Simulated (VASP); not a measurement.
# SnPb3S4 (Fmm2) in VASP: a series of runs

The runs below take SnPb3S4 through single point, with PBE.

Program: VASP 6.6.1. These are calculated values, not measurements. Logs are shortened: lines on timing, memory, paths and dates and some standing lists are left out, and cuts for length are marked.

**1. The cell of the first run**

The structure is orthorhombic, space group Fmm2 (No. 42). Conventional cell: a = 8.484 Å, b = 11.947 Å, c = 8.488 Å, α = 90.00°, β = 90.00°, γ = 90.00°. Within 3.6 Å of Sn (site symmetry mm2) lie 6 S at 2.71 to 3.29 Å. Pb (site symmetry 2) has 6 S at 2.98 to 3.03 Å within 3.9 Å. Within 3.9 Å of Pb (site symmetry mm2) lie 6 S at 2.97 to 3.04 Å. Within 3.6 Å of S (site symmetry m) lie 2 Sn at 2.71 to 3.29 Å and 4 Pb at 2.97 to 3.04 Å. S (site symmetry m) has 1 Sn at 2.97 Å and 5 Pb at 2.98 to 3.03 Å within 3.9 Å.

**2. Single point, PBE**

File INCAR:

```
SYSTEM = SnPb3S4
PREC     = Accurate       ! precision mode
ENCUT    = 520            ! plane-wave cutoff, eV
EDIFF    = 1E-6           ! SCF threshold, eV
ISMEAR   = 0              ! smearing method
SIGMA    = 0.1            ! smearing width, eV
LREAL    = .FALSE.        ! projectors in reciprocal space
LASPH    = .TRUE.         ! aspherical terms in the spheres
NELM     = 80             ! most SCF steps
ALGO     = Normal         ! electronic algorithm
ISIF     = 2              ! what is computed and relaxed
LWAVE    = .FALSE.        ! write WAVECAR
LCHARG   = .FALSE.        ! write CHGCAR
GGA      = PE             ! functional
NBANDS   = 50             ! bands
```

File KPOINTS:

```
Automatic mesh
0
G
  4 4 4
  0 0 0
```

File POSCAR:

```
SnPb3S4
1.0
    0.0000000000      5.9735700000      4.2442260000
    4.2417690000      0.0000000000      4.2442260000
    4.2417690000      5.9735700000      0.0000000000
Sn Pb S
1 3 4
Direct
    0.4837960000      0.4837960000      0.5162040000
    0.7452780000      0.7452780000      0.7547220000
    0.2452780000      0.2452780000      0.2547220000
    0.9940910000      0.9940910000      0.0059090000
    0.4998870000      0.0319250000      0.5001130000
    0.2514650000      0.7475210000      0.2524790000
    0.0319250000      0.4998870000      0.9680750000
    0.7475210000      0.2514650000      0.7485350000
```

Potentials or basis: VASP PAW PBE potentials, release 64 (Sn_d, Pb_d, S).

The run is started by

```sh
$ cat potpaw_PBE.64/Sn_d/POTCAR potpaw_PBE.64/Pb_d/POTCAR potpaw_PBE.64/S/POTCAR > POTCAR
$ mpirun -np 1 vasp_std > vasp.out
```

OUTCAR:

```text
SYSTEM = SnPb3S4
   PREC = Accurate
   ENCUT = 520
   EDIFF = 1E-6
   ISMEAR = 0
   LREAL = .FALSE.
   LASPH = .TRUE.
   NELM = 80
   ISIF = 2
   GGA = PE

 ion  position               nearest neighbor table
   1  0.484  0.484  0.516-   5 2.71   7 2.71   6 2.97   8 2.97
   2  0.745  0.745  0.755-   6 2.98   8 2.98   7 2.99   5 2.99   6 3.03   8 3.03
   3  0.245  0.245  0.255-   6 2.98   8 2.98   7 2.99   5 2.99   8 3.03   6 3.03
   4  0.994  0.994  0.006-   5 2.97   7 2.97   6 3.01   8 3.01   5 3.04   7 3.04
   5  0.500  0.032  0.500-   1 2.71   4 2.97   3 2.99   2 2.99   4 3.04
   6  0.251  0.748  0.252-   1 2.97   2 2.98   3 2.98   4 3.01   3 3.03   2 3.03
   7  0.032  0.500  0.968-   1 2.71   4 2.97   3 2.99   2 2.99   4 3.04
   8  0.748  0.251  0.749-   1 2.97   2 2.98   3 2.98   4 3.01   2 3.03   3 3.03

  LATTYP: Found a face centered orthorhombic cell.
 ALAT       =     8.4835380000
 B/A-ratio  =     1.0005792395
 C/A-ratio  =     1.4082732935

  Lattice vectors:

 A1 = (   0.0000000000,   5.9735700000,  -4.2442260000)
 A2 = (   4.2417690000,   5.9735700000,   0.0000000000)
 A3 = (   4.2417690000,   0.0000000000,  -4.2442260000)

Analysis of symmetry for initial positions (statically):
=====================================================================
 Subroutine PRICEL returns:
 Original cell was already a primitive cell.

 Routine SETGRP: Setting up the symmetry group for a
 face centered orthorhombic supercell.

 Subroutine GETGRP returns: Found  4 space group operations
 (whereof  4 operations were pure point group operations)
 out of a pool of  8 trial point group operations.

The static configuration has the point symmetry C_2v.

Analysis of symmetry for dynamics (positions and initial velocities):
=====================================================================
 Subroutine PRICEL returns:
 Original cell was already a primitive cell.

 Routine SETGRP: Setting up the symmetry group for a
 face centered orthorhombic supercell.

 Subroutine GETGRP returns: Found  4 space group operations
 (whereof  4 operations were pure point group operations)
 out of a pool of  8 trial point group operations.

The dynamic configuration has the point symmetry C_2v.

 Subroutine INISYM returns: Found  4 space group operations
 (whereof  4 operations are pure point group operations),
 and found     1 'primitive' translations

----------------------------------------------------------------------------------------

                                     Primitive cell

  volume of cell :     215.0847

  direct lattice vectors                    reciprocal lattice vectors
     0.000000000  5.973570000  4.244226000    -0.117875349  0.083702041  0.117807110
     4.241769000  0.000000000  4.244226000     0.117875349 -0.083702041  0.117807110
     4.241769000  5.973570000  0.000000000     0.117875349  0.083702041 -0.117807110

  length of vectors
     7.327823202  6.000504861  7.326400398     0.186491675  0.186491675  0.186491675

  position of ions in fractional coordinates (direct lattice)
     0.483796000  0.483796000  0.516204000
     0.745278000  0.745278000  0.754722000
     0.245278000  0.245278000  0.254722000
     0.994091000  0.994091000  0.005909000
     0.499887000  0.031925000  0.500113000
     0.251465000  0.747521000  0.252479000
     0.031925000  0.499887000  0.968075000
     0.747521000  0.251465000  0.748535000

  ion indices of the primitive-cell ions
   primitive index   ion index
                 1           1
                 2           2
                 3           3
                 4           4
                 5           5
                 6           6
                 7           7
                 8           8

----------------------------------------------------------------------------------------

 KPOINTS: Automatic mesh

Automatic generation of k-mesh.
 Grid dimensions read from file:
 generate k-points for:    4    4    4

 Generating k-lattice:

  Cartesian coordinates                     Fractional coordinates (reciprocal lattice)
    -0.029468837  0.020925510  0.029451778     0.250000000  0.000000000  0.000000000
     0.029468837 -0.020925510  0.029451778    -0.000000000  0.250000000 -0.000000000
     0.029468837  0.020925510 -0.029451778     0.000000000  0.000000000  0.250000000

  Length of vectors
     0.046622919  0.046622919  0.046622919

  Shift w.r.t. Gamma in fractional coordinates (k-lattice)
     0.000000000  0.000000000  0.000000000

 Subroutine IBZKPT returns following result:
 ===========================================

 Found     18 irreducible k-points:

 Following reciprocal coordinates:
            Coordinates               Weight
  0.000000  0.000000  0.000000      1.000000
  0.250000  0.000000  0.000000      8.000000
  0.500000  0.000000  0.000000      4.000000
  0.250000  0.250000  0.000000      2.000000
  0.500000  0.250000 -0.000000      8.000000
 -0.250000  0.250000 -0.000000      4.000000
[... 10 lines left out ...]
 -0.250000  0.250000  0.500000      2.000000
  0.000000  0.500000  0.500000      1.000000
   k-points           NKPTS =     18   k-points in BZ     NKDIM =     18   number of bands    NBANDS=     50
   number of dos      NEDOS =    301   number of ions     NIONS =      8
   total plane-waves  NPLWV = 139968
   dimension x,y,z NGX =    54 NGY =   48 NGZ =   54
   dimension x,y,z NGXF=   108 NGYF=   96 NGZF=  108
   ions per type =               1   3   4
   NGX,Y,Z   is equivalent  to a cutoff of  12.25, 13.30, 12.25 a.u.
   NGXF,Y,Z  is equivalent  to a cutoff of  24.50, 26.60, 24.51 a.u.
 SYSTEM =  SnPb3S4
   PREC   = accura    normal or accurate (medium, high low for compatibility)
   ISTART =      0    job   : 0-new  1-cont  2-samecut
   ICHARG =      2    charge: 1-file 2-atom 10-const
   ISPIN  =      1    spin polarized calculation?
   LNONCOLLINEAR =      F non collinear calculations
   LSORBIT =      F    spin-orbit coupling
   LASPH  =      T    aspherical Exc in radial PAW
   ENCUT  =  520.0 eV  38.22 Ry    6.18 a.u.  13.62 11.16 13.62*2*pi/ulx,y,z
   NELM   =     80;   NELMIN=  2; NELMDL= -5     # of ELM steps
   EDIFF  = 0.1E-05   stopping-criterion for ELM
   LREAL  =      F    real-space projection
   EDIFFG = 0.1E-04   stopping-criterion for IOM
   NSW    =      0    number of steps for IOM
   IBRION =     -1    ionic relax: 0-MD 1-quasi-New 2-CG
   NFREE  =      0    steps in history (QN), initial steepest desc. (CG)
   ISIF   =      2    stress and relaxation
   ISYM   =      2    0-nonsym 1-usesym 2-fastsym
   POTIM  = 0.5000    time-step for ionic-motion
   TEBEG  =    0.0;   TEEND  =   0.0 temperature during run
   PSTRESS=    0.0 pullay stress
   NELECT =      80.0000    total number of electrons
   NUPDOWN=      -1.0000    fix difference up-down
   EMIN   =  10.00;   EMAX   =-10.00  energy-range for DOS
   EFERMI =   0.00;   METHOD = LEGACY
   ISMEAR =     0;   SIGMA  =   0.10  broadening in eV -4-tet -1-fermi 0-gaus
   EFERMI_NEDOS =   21; number of points for ismear=-14 and -15
   IALGO  =     38    algorithm
   IMIX   =      4    mixing-type and parameters
     AMIX     =   0.40;   BMIX     =  1.00
     AMIX_MAG =   1.60;   BMIX_MAG =  1.00
  volume/ion in A,a.u.               =      26.89       181.43
  Fermi-wavevector in a.u.,A,eV,Ry     =   1.177339  2.224849 18.859417  1.386128
  Thomas-Fermi vector in A             =   2.313688
   LORBIT       =      0    0 simple, 1 ext, 2 COOP (PROOUT), +10 PAW based schemes
   GGA     = PE    functional components
   LHFCALC =     F    Hartree Fock is set to
   AEXX    =    0.0000 exact exchange contribution
   IVDW    =     0    specifies the selected vdW correction
   LEPSILON=     F    determine dielectric tensor
   LRPA    =     F    only Hartree local field effects (RPA)
 non-spin polarized calculation
 Gauss-broadening in eV      SIGMA  =   0.10
  energy-cutoff  :      520.00
  volume of cell :      215.08
 maximum number of plane-waves:      5828
   NGX = 27   NGY = 23   NGZ = 27

 number of electron      79.9999996 magnetization

 Free energy of the ion-electron system (eV)
  ---------------------------------------------------
  ext. energy  EPLUGINS =         0.00000000
  ---------------------------------------------------
  free energy    TOTEN  =       -35.04875956 eV

  energy without entropy =      -35.04617968  energy(sigma->0) =      -35.04746962

 E-fermi :   5.7880     XC(G=0):  -9.4864

 val. band max:        5.7484688306   @ k =   0.0000   0.5000   0.5000
 cond. band min:       5.8108199597   @ k =   0.5000   0.5000   0.0000
 fundamental gap:      0.0623511291
 Fermi energy:         5.7879668416

 k-point     1 :       0.0000    0.0000    0.0000
  band No.  band energies     occupation
      1     -15.8555      2.00000
      2     -15.8458      2.00000
      3     -15.8379      2.00000
      4     -15.8325      2.00000
      5     -15.8170      2.00000
      6     -11.5100      2.00000
[... 42 lines left out ...]
     49      10.3700      0.00000
     50      10.3784      0.00000

 k-point     2 :       0.2500    0.0000    0.0000
  band No.  band energies     occupation
      1     -15.8552      2.00000
      2     -15.8458      2.00000
      3     -15.8371      2.00000
      4     -15.8325      2.00000
      5     -15.8171      2.00000
      6     -11.5012      2.00000
[... 42 lines left out ...]
     49       9.7582      0.00000
     50       9.9801      0.00000

 k-point     3 :       0.5000    0.0000    0.0000
  band No.  band energies     occupation
      1     -15.8550      2.00000
      2     -15.8458      2.00000
      3     -15.8363      2.00000
      4     -15.8325      2.00000
      5     -15.8171      2.00000
      6     -11.4961      2.00000
[... 784 lines left out ...]
     49       9.4975      0.00000
     50       9.5887      0.00000

 k-point    18 :       0.0000    0.5000    0.5000
  band No.  band energies     occupation
      1     -15.8544      2.00000
      2     -15.8458      2.00000
      3     -15.8348      2.00000
      4     -15.8326      2.00000
      5     -15.8172      2.00000
      6     -11.4650      2.00000
[... 42 lines left out ...]
     49       7.9530      0.00000
     50       8.0062      0.00000

------------------------ aborting loop because EDIFF is reached ----------------------------------------

  FORCE on cell =-STRESS in cart. coord.  units (eV):
  Direction    XX          YY          ZZ          XY          YZ          ZX
  --------------------------------------------------------------------------------------
  -------------------------------------------------------------------------------------
  Total        0.1588374     -0.3558781      0.1557896      0.0000000      0.0000000      0.0000000
  in kB        1.1831881     -2.6509554      1.1604855      0.0000000      0.0000000      0.0000000
  external PRESSURE =      -0.1024273 kB  Pullay stress =       0.0000000 kB

 VOLUME and BASIS-vectors are now :
 -----------------------------------------------------------------------------
  energy-cutoff  :      520.00
  volume of cell :      215.08
      direct lattice vectors                 reciprocal lattice vectors
     0.000000000  5.973570000  4.244226000    -0.117875349  0.083702041  0.117807110
     4.241769000  0.000000000  4.244226000     0.117875349 -0.083702041  0.117807110
     4.241769000  5.973570000  0.000000000     0.117875349  0.083702041 -0.117807110

 POSITION                                       TOTAL-FORCE (eV/Angst)
 -----------------------------------------------------------------------------------
      4.24177      5.97357      4.10668         0.000000      0.000000     -0.030922
      6.36265      8.96035      6.32626        -0.000000      0.000000     -0.006379
      2.12088      2.98678      2.08203         0.000000     -0.000000     -0.006379
      4.24177      5.97357      8.43829         0.000000      0.000000     -0.006236
      2.25678      5.97357      2.25713         0.012891      0.000000      0.009108
      4.24177      3.01034      4.23992         0.000000      0.005683      0.015850
      6.22676      5.97357      2.25713        -0.012891      0.000000      0.009108
      4.24177      8.93680      4.23992         0.000000     -0.005683      0.015850
 -----------------------------------------------------------------------------------
    total drift:                               -0.000035     -0.000001     -0.000130

  FREE ENERGIE OF THE ION-ELECTRON SYSTEM (eV)
  ---------------------------------------------------
  free  energy   TOTEN  =       -35.0487595608 eV

  energy  without entropy=      -35.0461796761  energy(sigma->0) =      -35.04746962
```

Run time: 3.9 min. Hardware: 1 thread of Intel Xeon Platinum 8488C (Sapphire Rapids), shared host; peak memory 0.47 GiB.

What came out:

```
Free energy            : -35.0488 eV
Pressure               : 0.0 GPa
Largest force          : 0.031 eV/Å
Band gap on the k mesh : 0.06 eV (least direct gap 0.09 eV)
```

Forces in eV/Å, atoms in the order of the input:
```
Sn   0.000  0.000 -0.031
Pb   0.000  0.000 -0.006
Pb   0.000  0.000 -0.006
Pb   0.000  0.000 -0.006
S    0.013  0.000  0.009
S    0.000  0.006  0.016
S   -0.013  0.000  0.009
S    0.000 -0.006  0.016
```

Stress tensor (GPa, compression positive):
```
 0.12  0.00  0.00
 0.00 -0.27  0.00
 0.00  0.00  0.12
```

Caveat: spin-orbit coupling is left out, which moves the levels of the heavy elements.

**3. Single point, PBE**

This run uses another cell than the first one, of the same volume but with other edges.

File INCAR:

```
  ALGO = Normal
  EDIFF = 1E-7
  ENCUT = 520
  GGA = PE
  ISIF = 2
  ISMEAR = 0
  LASPH = T
  LCHARG = F
  LREAL = F
  LWAVE = F
  NBANDS = 50
  NELM = 60
  PREC = Accurate
  SIGMA = 0.2
```

File KPOINTS:

```
k-points
0
Gamma
  4 4 4
```

File POSCAR:

```
SnPb3S4
1.0
   -4.2417690000      0.0000000000     -4.2442260000
   -4.2417690000      0.0000000000      4.2442260000
    4.2417690000      5.9735700000      0.0000000000
Sn Pb S
1 3 4
Direct
    0.5162040000      0.4837960000      0.0000000000
    0.2547220000      0.7452780000      0.5000000000
    0.7547220000      0.2452780000      0.5000000000
    0.0059090000      0.9940910000      1.0000000000
    0.9680750000      0.4998870000      0.0000000000
    0.2524790000      0.2514650000      0.5039440000
    0.5001130000      0.0319250000      0.0000000000
    0.7485350000      0.7475210000      0.4960560000
```

Potentials or basis: VASP PAW PBE potentials, release 64 (Sn_d, Pb_d, S).

The run is started by

```sh
$ cat potpaw_PBE.64/Sn_d/POTCAR potpaw_PBE.64/Pb_d/POTCAR potpaw_PBE.64/S/POTCAR > POTCAR
$ mpirun -np 1 vasp_std > vasp.out
```

It took 3.6 min on 1 thread of Intel Xeon Platinum 8488C (Sapphire Rapids), shared host; peak memory 0.44 GiB.

The run converged. Its results:

```yaml
Free_energy: -35.0521 eV
Pressure: 0.0 GPa
Largest_force: 0.028 eV/Å
Band_gap_on_the_k_mesh: 0.06 eV (least direct gap 0.09 eV)
```

Forces on the atoms (eV/Å):
```
Sn   0.000  0.000 -0.028
Pb   0.000  0.000 -0.004
Pb   0.000  0.000 -0.004
Pb   0.000  0.000  0.002
S    0.014  0.000  0.006
S    0.000  0.011  0.011
S   -0.014  0.000  0.006
S    0.000 -0.011  0.011
```

Stress tensor (GPa, compression positive):
```
 0.10  0.00  0.00
 0.00 -0.28  0.00
 0.00  0.00  0.09
```

Levels at points of the mesh, in eV from the valence-band top:
```csv
k point,band 36,band 37,band 38,band 39,band 40,band 41,band 42,band 43,band 44,band 45
"(0.00, 0.00, 0.00)",-2.42,-2.39,-2.38,-1.38,-1.13,1.69,1.88,3.20,4.13,4.25
"(0.50, 0.00, 0.00)",-2.41,-1.68,-1.52,-1.38,-1.08,1.32,1.55,1.61,1.91,2.82
"(0.50, 0.50, 0.00)",-2.03,-1.23,-1.05,-0.47,-0.03,0.06,0.15,1.01,1.19,1.60
"(0.00, 0.00, 0.50)",-3.05,-3.02,-3.01,-2.05,-1.71,2.01,2.08,3.43,3.48,3.49
"(0.50, 0.50, 0.50)",-2.03,-1.31,-1.09,-0.57,0.00,0.19,0.23,0.99,1.13,1.61
```

Caveat: spin-orbit coupling is left out, which moves the levels of the heavy elements. A k mesh can miss the band edges.
